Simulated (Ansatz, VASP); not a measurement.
**AlV3N4: VASP beside Ansatz**

```
Al V N
1.0
     2.89206    0.00000    0.00000
     0.00000    2.89206    0.00000
     0.00000    0.00000    8.37437
Al V N
1 3 4
Direct
  0.50000 0.50000 0.00000
  0.00000 0.00000 0.73653
  0.00000 0.00000 0.26347
  0.50000 0.50000 0.50000
  0.00000 0.00000 0.00000
  0.50000 0.50000 0.24303
  0.00000 0.00000 0.50000
  0.50000 0.50000 0.75697
```

Alike in both runs: functional PBE; k mesh 6 × 6 × 2; occupations gaussian, width 0.1 eV; collinear spin.

Ansatz relaxed the structure, and its values are those at the end. VASP's run is a single point on that final structure, the one shown.

|  | VASP | Ansatz |
| --- | --- | --- |
| version | VASP 6.6.1 | Ansatz 0.2.0 |
| potentials or method | VASP PAW PBE potentials, release 64 (Al, V_sv, N), cutoff 520 eV | scalar-relativistic, plane waves, PAW |
| valence electrons in the cell | 62 | 62 |

|  | VASP | Ansatz | Ansatz less VASP |
| --- | --- | --- | --- |
| gap on the k mesh at the Fermi level (eV) | none | none | - |
| pressure (GPa) | 0.6 | 0.0 | -0.54 |
| rms of the force components (eV/Å) | 0.011 | 0.000 | -0.0110 |
| net moment per atom (μB) | 0.15 | 0.15 | 0.000 |
| size of the moment on the site where the two differ most (μB) | 0.76 | 0.62 | -0.143 |

Site moments also hang on the region over which each program counts them. A gap of «none» marks a metal or a gap that the smearing closes.

The k mesh is coarse, so the values compare programs but aren't converged.
